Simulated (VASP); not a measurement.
# Zn4HO4 (a cell with a defect) in VASP: a series of runs

Zn4HO4 (a cell with a defect) is run at these levels: PBEsol; tasks: single point.

All numbers are computed with VASP 6.6.1; they aren't measurements. Logs are shortened: lines on timing, memory, paths and dates and some standing lists are left out, and cuts for length are marked.

## (1) The cell of the first run

The cell holds a defect, 9 atoms: a = 5.515 Å, b = 5.515 Å, c = 3.243 Å, α = 90.00°, β = 90.00°, γ = 90.00°.

## (2) Single point, PBEsol

The input, INCAR:

```
PREC     = Accurate       # precision mode
ENCUT    = 520            # plane-wave cutoff, eV
EDIFF    = 1E-7           # SCF threshold, eV
ISMEAR   = 0              # smearing method
SIGMA    = 0.05           # smearing width, eV
LREAL    = F              # projectors in reciprocal space
LASPH    = T              # aspherical terms in the spheres
NELM     = 80             # most SCF steps
ALGO     = Normal         # electronic algorithm
ISIF     = 2              # what is computed and relaxed
LWAVE    = F              # write WAVECAR
LCHARG   = F              # write CHGCAR
GGA      = PS             # functional
NBANDS   = 46             # bands
```

The input, KPOINTS:

```
regular mesh
0
Gamma
  4 4 8
```

The input, POSCAR:

```
Zn4HO4
1.0
    5.5148137916      0.0000000000      0.0000000000
    0.0000000000      5.5148137916      0.0000000000
    0.0000000000      0.0000000000      3.2430062931
Zn O H
4 4 1
Direct
    0.1820657240      0.1820657240      0.5000000000
    0.8179342760      0.8179342760      0.5000000000
    0.6820657240      0.3179342760      0.0000000000
    0.3179342760      0.6820657240      0.0000000000
    0.8180023132      0.1819976868      0.5000000000
    0.1819976868      0.8180023132      0.5000000000
    0.6819976868      0.6819976868      0.0000000000
    0.3180023132      0.3180023132      0.0000000000
    1.0000405349     -0.5180023132      0.2000000000
```

Potentials or basis: VASP PAW PBE potentials, release 64 (Zn, O, H).

Run with:

```bash
> cat potpaw_PBE.64/Zn/POTCAR potpaw_PBE.64/O/POTCAR potpaw_PBE.64/H/POTCAR > POTCAR
> mpirun -np 1 vasp_std > vasp.out
```

OUTCAR:

```text
PREC = Accurate
   ENCUT = 520
   EDIFF = 1E-7
   ISMEAR = 0
   LREAL = F
   LASPH = T
   NELM = 80
   ISIF = 2
   GGA = PS

 ion  position               nearest neighbor table
   1  0.182  0.182  0.500-   8 1.94   8 1.94   5 2.01   6 2.01   2 2.84
   2  0.818  0.818  0.500-   7 1.94   7 1.94   5 2.01   6 2.01   1 2.84
   3  0.682  0.318  0.000-   5 1.94   5 1.94   8 2.01   7 2.01   4 2.84
   4  0.318  0.682  0.000-   6 1.94   6 1.94   8 2.01   7 2.01   3 2.84
   5  0.818  0.182  0.500-   3 1.94   3 1.94   1 2.01   2 2.01
   6  0.182  0.818  0.500-   4 1.94   4 1.94   1 2.01   2 2.01
   7  0.682  0.682  0.000-   2 1.94   2 1.94   4 2.01   3 2.01
   8  0.318  0.318  0.000-   1 1.94   1 1.94   4 2.01   3 2.01
   9  0.000  0.482  0.200-

  LATTYP: Found a simple tetragonal cell.
 ALAT       =     5.5148137916
 C/A-ratio  =     0.5880536344

  Lattice vectors:

 A1 = (   5.5148137916,   0.0000000000,   0.0000000000)
 A2 = (   0.0000000000,   5.5148137916,   0.0000000000)
 A3 = (   0.0000000000,   0.0000000000,   3.2430062931)

Analysis of symmetry for initial positions (statically):
=====================================================================
 Subroutine PRICEL returns:
 Original cell was already a primitive cell.

 Routine SETGRP: Setting up the symmetry group for a
 simple tetragonal supercell.

 Subroutine GETGRP returns: Found  1 space group operations
 (whereof  1 operations were pure point group operations)
 out of a pool of 16 trial point group operations.

The static configuration has the point symmetry C_1 .

Analysis of symmetry for dynamics (positions and initial velocities):
=====================================================================
 Subroutine PRICEL returns:
 Original cell was already a primitive cell.

 Routine SETGRP: Setting up the symmetry group for a
 simple tetragonal supercell.

 Subroutine GETGRP returns: Found  1 space group operations
 (whereof  1 operations were pure point group operations)
 out of a pool of 16 trial point group operations.

The dynamic configuration has the point symmetry C_1 .

 Subroutine INISYM returns: Found  1 space group operations
 (whereof  1 operations are pure point group operations),
 and found     1 'primitive' translations

----------------------------------------------------------------------------------------

                                     Primitive cell

  volume of cell :      98.6301

  direct lattice vectors                    reciprocal lattice vectors
     5.514813792  0.000000000  0.000000000     0.181329785  0.000000000  0.000000000
     0.000000000  5.514813792  0.000000000     0.000000000  0.181329785  0.000000000
     0.000000000  0.000000000  3.243006293     0.000000000  0.000000000  0.308355862

  length of vectors
     5.514813792  5.514813792  3.243006293     0.181329785  0.181329785  0.308355862

  position of ions in fractional coordinates (direct lattice)
     0.182065724  0.182065724  0.500000000
     0.817934276  0.817934276  0.500000000
     0.682065724  0.317934276  0.000000000
     0.317934276  0.682065724  0.000000000
     0.818002313  0.181997687  0.500000000
     0.181997687  0.818002313  0.500000000
     0.681997687  0.681997687  0.000000000
     0.318002313  0.318002313  0.000000000
     0.000040535  0.481997687  0.200000000

  ion indices of the primitive-cell ions
   primitive index   ion index
                 1           1
                 2           2
                 3           3
                 4           4
                 5           5
                 6           6
                 7           7
                 8           8
                 9           9

----------------------------------------------------------------------------------------

 KPOINTS: regular mesh

Automatic generation of k-mesh.
 Grid dimensions read from file:
 generate k-points for:    4    4    8

 Generating k-lattice:

  Cartesian coordinates                     Fractional coordinates (reciprocal lattice)
     0.045332446  0.000000000  0.000000000     0.250000000  0.000000000  0.000000000
     0.000000000  0.045332446  0.000000000     0.000000000  0.250000000  0.000000000
     0.000000000  0.000000000  0.038544483     0.000000000  0.000000000  0.125000000

  Length of vectors
     0.045332446  0.045332446  0.038544483

  Shift w.r.t. Gamma in fractional coordinates (k-lattice)
     0.000000000  0.000000000  0.000000000

 Subroutine IBZKPT returns following result:
 ===========================================

 Found     68 irreducible k-points:

 Following reciprocal coordinates:
            Coordinates               Weight
  0.000000  0.000000  0.000000      1.000000
  0.250000  0.000000  0.000000      2.000000
  0.000000  0.250000  0.000000      2.000000
  0.500000  0.000000  0.000000      1.000000
  0.000000  0.500000  0.000000      1.000000
  0.250000  0.250000  0.000000      2.000000
[... 16 lines left out ...]
 -0.250000  0.500000  0.125000      2.000000
  0.500000 -0.250000  0.125000      2.000000
 [... further k-points ...]
   k-points           NKPTS =     68   k-points in BZ     NKDIM =     68   number of bands    NBANDS=     46
   number of dos      NEDOS =    301   number of ions     NIONS =      9
   total plane-waves  NPLWV =  42336
   dimension x,y,z NGX =    42 NGY =   42 NGZ =   24
   dimension x,y,z NGXF=    84 NGYF=   84 NGZF=   48
   ions per type =               4   4   1
   NGX,Y,Z   is equivalent  to a cutoff of  12.66, 12.66, 12.30 a.u.
   NGXF,Y,Z  is equivalent  to a cutoff of  25.32, 25.32, 24.61 a.u.
 SYSTEM =  unknown system
   PREC   = accura    normal or accurate (medium, high low for compatibility)
   ISTART =      0    job   : 0-new  1-cont  2-samecut
   ICHARG =      2    charge: 1-file 2-atom 10-const
   ISPIN  =      1    spin polarized calculation?
   LNONCOLLINEAR =      F non collinear calculations
   LSORBIT =      F    spin-orbit coupling
   LASPH  =      T    aspherical Exc in radial PAW
   ENCUT  =  520.0 eV  38.22 Ry    6.18 a.u.  10.25 10.25  6.03*2*pi/ulx,y,z
   NELM   =     80;   NELMIN=  2; NELMDL= -5     # of ELM steps
   EDIFF  = 0.1E-06   stopping-criterion for ELM
   LREAL  =      F    real-space projection
   EDIFFG = 0.1E-05   stopping-criterion for IOM
   NSW    =      0    number of steps for IOM
   IBRION =     -1    ionic relax: 0-MD 1-quasi-New 2-CG
   NFREE  =      0    steps in history (QN), initial steepest desc. (CG)
   ISIF   =      2    stress and relaxation
   ISYM   =      2    0-nonsym 1-usesym 2-fastsym
   POTIM  = 0.5000    time-step for ionic-motion
   TEBEG  =    0.0;   TEEND  =   0.0 temperature during run
   PSTRESS=    0.0 pullay stress
   NELECT =      73.0000    total number of electrons
   NUPDOWN=      -1.0000    fix difference up-down
   EMIN   =  10.00;   EMAX   =-10.00  energy-range for DOS
   EFERMI =   0.00;   METHOD = LEGACY
   ISMEAR =     0;   SIGMA  =   0.05  broadening in eV -4-tet -1-fermi 0-gaus
   EFERMI_NEDOS =   21; number of points for ismear=-14 and -15
   IALGO  =     38    algorithm
   IMIX   =      4    mixing-type and parameters
     AMIX     =   0.40;   BMIX     =  1.00
     AMIX_MAG =   1.60;   BMIX_MAG =  1.00
  volume/ion in A,a.u.               =      10.96        73.95
  Fermi-wavevector in a.u.,A,eV,Ry     =   1.480855  2.798411 29.836656  2.192932
  Thomas-Fermi vector in A             =   2.594838
   LORBIT       =      0    0 simple, 1 ext, 2 COOP (PROOUT), +10 PAW based schemes
   GGA     = PS    functional components
   LHFCALC =     F    Hartree Fock is set to
   AEXX    =    0.0000 exact exchange contribution
   IVDW    =     0    specifies the selected vdW correction
   LEPSILON=     F    determine dielectric tensor
   LRPA    =     F    only Hartree local field effects (RPA)
 non-spin polarized calculation
 Gauss-broadening in eV      SIGMA  =   0.05
  energy-cutoff  :      520.00
  volume of cell :       98.63
 maximum number of plane-waves:      2684
 NGX is ok and might be reduce to    42
   NGX = 21   NGY = 21   NGZ = 13

 number of electron      73.0000002 magnetization

 Free energy of the ion-electron system (eV)
  ---------------------------------------------------
  ext. energy  EPLUGINS =         0.00000000
  ---------------------------------------------------
  free energy    TOTEN  =       -39.49596714 eV

  energy without entropy =      -39.49241437  energy(sigma->0) =      -39.49419076

 E-fermi :   2.1166     XC(G=0): -11.1666

 val. band max:        2.1108302556   @ k =   0.2500   0.5000   0.2500
 cond. band min:       2.1336490750   @ k =  -0.2500   0.5000   0.3750
 fundamental gap:      0.0228188193
 Fermi energy:         2.1166227435

 k-point     1 :       0.0000    0.0000    0.0000
  band No.  band energies     occupation
      1     -17.1576      2.00000
      2     -16.4313      2.00000
      3     -16.3493      2.00000
      4     -16.2718      2.00000
      5      -5.4606      2.00000
      6      -5.2424      2.00000
[... 38 lines left out ...]
     45      11.0587      0.00000
     46      12.8386      0.00000

 k-point     2 :       0.2500    0.0000    0.0000
  band No.  band energies     occupation
      1     -17.0667      2.00000
      2     -16.5630      2.00000
      3     -16.3477      2.00000
      4     -16.2380      2.00000
      5      -5.4482      2.00000
      6      -5.3562      2.00000
[... 38 lines left out ...]
     45      11.4863      0.00000
     46      12.1688      0.00000

 k-point     3 :       0.0000    0.2500    0.0000
  band No.  band energies     occupation
      1     -17.0689      2.00000
      2     -16.5571      2.00000
      3     -16.3568      2.00000
      4     -16.2329      2.00000
      5      -5.4581      2.00000
      6      -5.3251      2.00000
[... 38 lines left out ...]
     45      11.5197      0.00000
     46      12.1903      0.00000

 k-point     4 :       0.5000    0.0000    0.0000
  band No.  band energies     occupation
      1     -16.8458      2.00000
      2     -16.8199      2.00000
      3     -16.3037      2.00000
      4     -16.2513      2.00000
      5      -5.5152      2.00000
      6      -5.3808      2.00000
[... 920 lines left out ...]
     45      11.0624      0.00000
     46      11.3159      0.00000

 k-point    23 :      -0.2500    0.5000    0.1250
  band No.  band energies     occupation
      1     -16.7788      2.00000
      2     -16.6818      2.00000
      3     -16.3595      2.00000
      4     -16.2685      2.00000
      5      -5.5580      2.00000
      6      -5.3711      2.00000
[... 38 lines left out ...]
     45      11.0024      0.00000
     46      11.3593      0.00000

 k-point    24 :       0.5000   -0.2500    0.1250
  band No.  band energies     occupation
      1     -16.7569      2.00000
      2     -16.7083      2.00000
      3     -16.3450      2.00000
      4     -16.2782      2.00000
      5      -5.5878      2.00000
      6      -5.3825      2.00000
[... 38 lines left out ...]
     45      11.1086      0.00000
     46      11.3039      0.00000

 [... further k-points ...]
[... 5 lines left out ...]
  --------------------------------------------------------------------------------------
  -------------------------------------------------------------------------------------
  Total        1.5613291      2.2319363      2.5186089     -0.2006929     -0.0987723     -0.0711434
  in kB       25.3627033     36.2562493     40.9130461     -3.2601165     -1.6044879     -1.1556757
  external PRESSURE =      34.1773329 kB  Pullay stress =       0.0000000 kB

 VOLUME and BASIS-vectors are now :
 -----------------------------------------------------------------------------
  energy-cutoff  :      520.00
  volume of cell :       98.63
      direct lattice vectors                 reciprocal lattice vectors
     5.514813792  0.000000000  0.000000000     0.181329785  0.000000000  0.000000000
     0.000000000  5.514813792  0.000000000     0.000000000  0.181329785  0.000000000
     0.000000000  0.000000000  3.243006293     0.000000000  0.000000000  0.308355862

 POSITION                                       TOTAL-FORCE (eV/Angst)
 -----------------------------------------------------------------------------------
      1.00406      1.00406      1.62150        -0.147940      0.016781      0.044030
      4.51076      4.51076      1.62150         0.156461     -0.114935      0.015947
      3.76147      1.75335      0.00000         0.264586      0.163220     -0.025416
      1.75335      3.76147      0.00000        -0.246356     -0.045366     -0.005117
      4.51113      1.00368      1.62150        -0.311153     -0.561039      0.262650
      1.00368      4.51113      1.62150         0.214514      0.512893      0.176703
      3.76109      3.76109      0.00000        -0.547675      0.291341     -0.168218
      1.75372      1.75372      0.00000         0.628262     -0.299518     -0.222270
      0.00022      2.65813      0.64860        -0.010699      0.036623     -0.078310
 -----------------------------------------------------------------------------------
    total drift:                               -0.000029      0.000028     -0.000014

  FREE ENERGIE OF THE ION-ELECTRON SYSTEM (eV)
  ---------------------------------------------------
  free  energy   TOTEN  =       -39.4959671435 eV

  energy  without entropy=      -39.4924143704  energy(sigma->0) =      -39.49419076
```

Wall time 2.2 min (1 thread of Intel Xeon 6975P-C (Granite Rapids), shared host); peak memory 0.35 GiB.

What came out:

```yaml
Free_energy: -39.4960 eV
Pressure: 3.4 GPa
Largest_force: 0.731 eV/Å
```

Forces in eV/Å, atoms in the order of the input:
```
Zn  -0.148  0.017  0.044
Zn   0.156 -0.115  0.016
Zn   0.265  0.163 -0.025
Zn  -0.246 -0.045 -0.005
O   -0.311 -0.561  0.263
O    0.215  0.513  0.177
O   -0.548  0.291 -0.168
O    0.628 -0.300 -0.222
H   -0.011  0.037 -0.078
```

Caveat: the PAW data sets were made with another functional, which shifts forces and pressure a little; an odd number of electrons without spin polarisation forces a metal; a magnetic or distorted state may lie lower.

(Continued in part 2 of 2.)
